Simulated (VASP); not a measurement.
# MnSi (Fd-3m) in VASP: relaxation of cell and atoms with PBE

Aim: the relaxation of cell and atoms of MnSi with PBE.

Program: VASP 6.6.1. These are calculated values, not measurements. Logs are shortened: lines on timing, memory, paths and dates and some standing lists are left out, and cuts for length are marked.

**1. The cell of the first run**

It takes space group Fd-3m (No. 227, cubic). Conventional cell: a = 6.154 Å, b = 6.154 Å, c = 6.154 Å, α = 90.00°, β = 90.00°, γ = 90.00°. Within 3.5 Å of Mn (site symmetry -43m) lie 4 Mn at 2.66 Å and 10 Si at 2.66 to 3.08 Å. Si (site symmetry -43m) has 10 Mn at 2.66 to 3.08 Å and 4 Si at 2.66 Å within 3.5 Å.

**2. Relaxation of cell and atoms, PBE, collinear spin, ferromagnetic start**

INCAR reads:

```
SYSTEM = MnSi
PREC = Accurate
ENCUT = 500
EDIFF = 1E-7
ISMEAR = 0
SIGMA = 0.2
LREAL = .FALSE.
LASPH = .TRUE.
NELM = 200
ALGO = Normal
ISIF = 3
LWAVE = .FALSE.
LCHARG = .FALSE.
ISPIN = 2
MAGMOM = 4 4 0 0
LORBIT = 11
LMAXMIX = 4
GGA = PE
IBRION = 2
NSW = 36
EDIFFG = -0.08
GGA_COMPAT = .FALSE.
NELMIN = 4
```

KPOINTS reads:

```
Automatic mesh
0
G
  6 6 6
  0 0 0
```

POSCAR reads:

```
MnSi
1.0
    0.0000000000      3.0767623700      3.0767623700
    3.0767623700      0.0000000000      3.0767623700
    3.0767623700      3.0767623700      0.0000000000
Mn Si
2 2
Direct
    0.7500000000      0.7500000000      0.7500000000
    0.5000000000      0.5000000000      0.5000000000
    0.0000000000      0.0000000000      0.0000000000
    0.2500000000      0.2500000000      0.2500000000
```

Potentials or basis: VASP PAW PBE potentials, release 64 (Mn_pv, Si).

Started as:

```console
$ cat potpaw_PBE.64/Mn_pv/POTCAR potpaw_PBE.64/Si/POTCAR > POTCAR
$ mpirun -np 1 vasp_std > vasp.out
```

OUTCAR:

```text
SYSTEM = MnSi
   PREC = Accurate
   ENCUT = 500
   EDIFF = 1E-7
   ISMEAR = 0
   LREAL = .FALSE.
   LASPH = .TRUE.
   NELM = 200
   ISIF = 3
   ISPIN = 2
   LORBIT = 11
   GGA = PE
   IBRION = 2
   NSW = 36
   EDIFFG = -0.08
   NELMIN = 4

 ion  position               nearest neighbor table
   1  0.750  0.750  0.750-   2 2.66   2 2.66   2 2.66   3 2.66   3 2.66   3 2.66   3 2.66   2 2.66
                             4 3.08   4 3.08   4 3.08   4 3.08   4 3.08   4 3.08
   2  0.500  0.500  0.500-   4 2.66   4 2.66   4 2.66   1 2.66   1 2.66   1 2.66   4 2.66   1 2.66
                             3 3.08   3 3.08   3 3.08   3 3.08   3 3.08   3 3.08
   3  0.000  0.000  0.000-   1 2.66   1 2.66   1 2.66   4 2.66   4 2.66   4 2.66   4 2.66   1 2.66
                             2 3.08   2 3.08   2 3.08   2 3.08   2 3.08   2 3.08
   4  0.250  0.250  0.250-   3 2.66   3 2.66   3 2.66   2 2.66   2 2.66   2 2.66   3 2.66   2 2.66
                             1 3.08   1 3.08   1 3.08   1 3.08   1 3.08   1 3.08

  LATTYP: Found a face centered cubic cell.
 ALAT       =     6.1535247400

  Lattice vectors:

 A1 = (   0.0000000000,   3.0767623700,   3.0767623700)
 A2 = (   3.0767623700,   0.0000000000,   3.0767623700)
 A3 = (   3.0767623700,   3.0767623700,   0.0000000000)

Analysis of symmetry for initial positions (statically):
=====================================================================
 Subroutine PRICEL returns:
 Original cell was already a primitive cell.

 Routine SETGRP: Setting up the symmetry group for a
 face centered cubic supercell.

 Subroutine GETGRP returns: Found 48 space group operations
 (whereof 24 operations were pure point group operations)
 out of a pool of 48 trial point group operations.

The static configuration has the point symmetry T_d .
 The point group associated with its full space group is O_h .

Analysis of symmetry for dynamics (positions and initial velocities):
=====================================================================
 Subroutine PRICEL returns:
 Original cell was already a primitive cell.

 Routine SETGRP: Setting up the symmetry group for a
 face centered cubic supercell.

 Subroutine GETGRP returns: Found 48 space group operations
 (whereof 24 operations were pure point group operations)
 out of a pool of 48 trial point group operations.

The dynamic configuration has the point symmetry T_d .
 The point group associated with its full space group is O_h .

Analysis of structural, dynamic, and magnetic symmetry:
=====================================================================
 Subroutine PRICEL returns:
 Original cell was already a primitive cell.

 Routine SETGRP: Setting up the symmetry group for a
 face centered cubic supercell.

 Subroutine GETGRP returns: Found 48 space group operations
 (whereof 24 operations were pure point group operations)
 out of a pool of 48 trial point group operations.

The overall configuration has the point symmetry T_d .
 The point group associated with its full space group is O_h .

 Subroutine INISYM returns: Found 48 space group operations
[... 104 lines left out ...]
   NUPDOWN=      -1.0000    fix difference up-down
   EMIN   =  10.00;   EMAX   =-10.00  energy-range for DOS
   EFERMI =   0.00;   METHOD = LEGACY
   ISMEAR =     0;   SIGMA  =   0.20  broadening in eV -4-tet -1-fermi 0-gaus
   EFERMI_NEDOS =   21; number of points for ismear=-14 and -15
   IALGO  =     38    algorithm
   IMIX   =      4    mixing-type and parameters
     AMIX     =   0.40;   BMIX     =  1.00
     AMIX_MAG =   1.60;   BMIX_MAG =  1.00
  volume/ion in A,a.u.               =      14.56        98.28
  Fermi-wavevector in a.u.,A,eV,Ry     =   1.368140  2.585410 25.467478  1.871807
  Thomas-Fermi vector in A             =   2.494130
   LORBIT       =     11    0 simple, 1 ext, 2 COOP (PROOUT), +10 PAW based schemes
   GGA     = PE    functional components
   LHFCALC =     F    Hartree Fock is set to
   AEXX    =    0.0000 exact exchange contribution
   IVDW    =     0    specifies the selected vdW correction
   LEPSILON=     F    determine dielectric tensor
   LRPA    =     F    only Hartree local field effects (RPA)
 conjugate gradient relaxation of ions
 spin polarized calculation
 Gauss-broadening in eV      SIGMA  =   0.20
  energy-cutoff  :      500.00
  volume of cell :       58.25
 maximum number of plane-waves:      1492
   NGX = 15   NGY = 15   NGZ = 15

--------------------------------------- Ionic step        1  -------------------------------------------

 number of electron      34.0000031 magnetization       3.9307838

 Free energy of the ion-electron system (eV)
  ---------------------------------------------------
  ext. energy  EPLUGINS =         0.00000000
  ---------------------------------------------------
  free energy    TOTEN  =       -27.86649057 eV

  energy without entropy =      -27.79388117  energy(sigma->0) =      -27.83018587

 E-fermi :   8.4496     XC(G=0): -11.6828

 val. band max:        8.4426227412   @ k =   0.3333   0.0000   0.0000
 cond. band min:       8.4660531336   @ k =   0.5000   0.3333   0.1667
 fundamental gap:      0.0234303924
 Fermi energy:         8.4495957474

 spin component 1

 k-point     1 :       0.0000    0.0000    0.0000
  band No.  band energies     occupation
      1     -40.2043      1.00000
      2     -40.2043      1.00000
      3     -40.2043      1.00000
      4     -40.1048      1.00000
      5     -40.1048      1.00000
      6     -40.1048      1.00000
[... 1003 lines left out ...]
--------------------------------------- Ionic step        4  -------------------------------------------

 number of electron      33.9999976 magnetization      -0.0008972

 Free energy of the ion-electron system (eV)
  ---------------------------------------------------
  ext. energy  EPLUGINS =         0.00000000
  ---------------------------------------------------
  free energy    TOTEN  =       -28.48248204 eV

  energy without entropy =      -28.38214992  energy(sigma->0) =      -28.43231598

 E-fermi :  11.8236     XC(G=0): -12.8737

 val. band max:       11.7685532024   @ k =   0.5000   0.3333   0.0000
 cond. band min:      11.8440239997   @ k =  -0.3333   0.3333   0.0000
 fundamental gap:      0.0754707973
 Fermi energy:        11.8235792455

 spin component 1

 k-point     1 :       0.0000    0.0000    0.0000
  band No.  band energies     occupation
      1     -36.3415      1.00000
      2     -36.3415      1.00000
      3     -36.3415      1.00000
      4     -36.1192      1.00000
      5     -36.1191      1.00000
      6     -36.1191      1.00000
[... 919 lines left out ...]
  FREE ENERGIE OF THE ION-ELECTRON SYSTEM (eV)
  ---------------------------------------------------
  free  energy   TOTEN  =       -28.4824820403 eV

  energy  without entropy=      -28.3821499209  energy(sigma->0) =      -28.43231598

 reached required accuracy - stopping structural energy minimisation

 total charge

# of ion       s       p       d       tot
------------------------------------------
    1        0.346   6.336   5.286  11.968
    2        0.346   6.336   5.286  11.968
    3        0.743   0.861   0.000   1.605
    4        0.743   0.861   0.000   1.605
--------------------------------------------------
tot          2.178  14.395  10.572  27.145

 magnetization (x)

# of ion       s       p       d       tot
------------------------------------------
    1       -0.000  -0.000  -0.001  -0.001
    2       -0.000  -0.000  -0.001  -0.001
    3       -0.000   0.000   0.000  -0.000
    4       -0.000   0.000   0.000  -0.000
--------------------------------------------------
tot         -0.000   0.000  -0.001  -0.001
```

OSZICAR:

```text
N       E                     dE             d eps       ncg     rms          rms(c)
DAV:   1     0.316149553096E+03    0.31615E+03   -0.18642E+04  1616   0.147E+03
DAV:   2    -0.145799667692E+02   -0.33073E+03   -0.31884E+03  1600   0.424E+02
[... 57 lines left out ...]
DAV:   6    -0.284825283811E+02    0.11841E-03   -0.27985E-03  1706   0.559E-01    0.720E-02
DAV:   7    -0.284824918647E+02    0.36516E-04   -0.32329E-04  1798   0.195E-01    0.275E-02
DAV:   8    -0.284824845251E+02    0.73396E-05   -0.14413E-05  1712   0.441E-02    0.941E-03
DAV:   9    -0.284824819409E+02    0.25842E-05   -0.19954E-06  1969   0.111E-02    0.189E-03
DAV:  10    -0.284824820917E+02   -0.15073E-06   -0.13675E-07  1025   0.297E-03    0.196E-03
DAV:  11    -0.284824820403E+02    0.51397E-07   -0.10492E-08   807   0.960E-04
   4 F= -.28482482E+02 E0= -.28432316E+02  d E =-.615991E+00  mag=    -0.0002
```

Wall time 3 min (1 thread of AMD EPYC 9R45 (Zen 5), shared host); peak memory 0.19 GiB.

Results:

- Free energy: -28.4825 eV
- Relaxed volume: 11.47 Å³/atom
- Relaxed cell: a = 4.018 Å, b = 4.018 Å, c = 4.018 Å, α = 60.00°, β = 60.00°, γ = 60.00°
- Space group after relaxing (to 0.05 Å): Fd-3m (No. 227)
- Energy gained by relaxing: 154.0 meV/atom
- Ionic steps: 4
- Pressure after relaxing: -0.6 GPa
- Band gap on the k mesh: zero (filled and empty bands overlap)
- Net moment: 0.00 μB per cell
- Valence electrons inside the program's atomic spheres: Mn 11.97; Si 1.60

Step by step:
```
step  energy change (eV)  largest force (eV/Å)  pressure (GPa)  volume (Å³)
   1              0.0000                0.0000          -20.39        58.25
   2             -0.5729                0.0000            8.26        43.98
   3             -0.5651                0.0000           -7.61        47.85
   4             -0.6160                0.0000           -0.55        45.88
```

Final structure:
```
Mn Si
1.0
     0.00000    2.84149    2.84149
     2.84149    0.00000    2.84149
     2.84149    2.84149    0.00000
Mn Si
2 2
Direct
  0.75000 0.75000 0.75000
  0.50000 0.50000 0.50000
  0.00000 0.00000 0.00000
  0.25000 0.25000 0.25000
```

Levels at points of the mesh, in eV from the Fermi level:
Spin up:
| k point | band 14 | band 15 | band 16 | band 17 | band 18 | band 19 | band 20 | band 21 |
| --- | --- | --- | --- | --- | --- | --- | --- | --- |
| (0.00, 0.00, 0.00) | -3.17 | -3.17 | 0.06 | 0.56 | 0.56 | 1.02 | 1.02 | 1.02 |
| (0.50, 0.00, 0.00) | -2.02 | -1.29 | -1.29 | -0.13 | -0.13 | 1.08 | 1.83 | 1.83 |
| (0.50, 0.50, 0.00) | -1.98 | -1.18 | -1.18 | -0.23 | -0.23 | 0.14 | 0.14 | 2.18 |
Spin down:
| k point | band 13 | band 14 | band 15 | band 16 | band 17 | band 18 | band 19 | band 20 | band 21 | band 22 |
| --- | --- | --- | --- | --- | --- | --- | --- | --- | --- | --- |
| (0.00, 0.00, 0.00) | -3.21 | -3.17 | -3.17 | 0.06 | 0.56 | 0.56 | 1.02 | 1.02 | 1.02 | 4.12 |
| (0.50, 0.00, 0.00) | -2.19 | -2.02 | -1.29 | -1.29 | -0.13 | -0.13 | 1.08 | 1.83 | 1.83 | 1.97 |
| (0.50, 0.50, 0.00) | -1.98 | -1.98 | -1.18 | -1.18 | -0.23 | -0.23 | 0.14 | 0.14 | 2.18 | 2.18 |

Caveat: the starting moments collapsed, and a magnetic state may lie lower; the volume moved by over 15 % at a fixed basis, so the end points are rough.
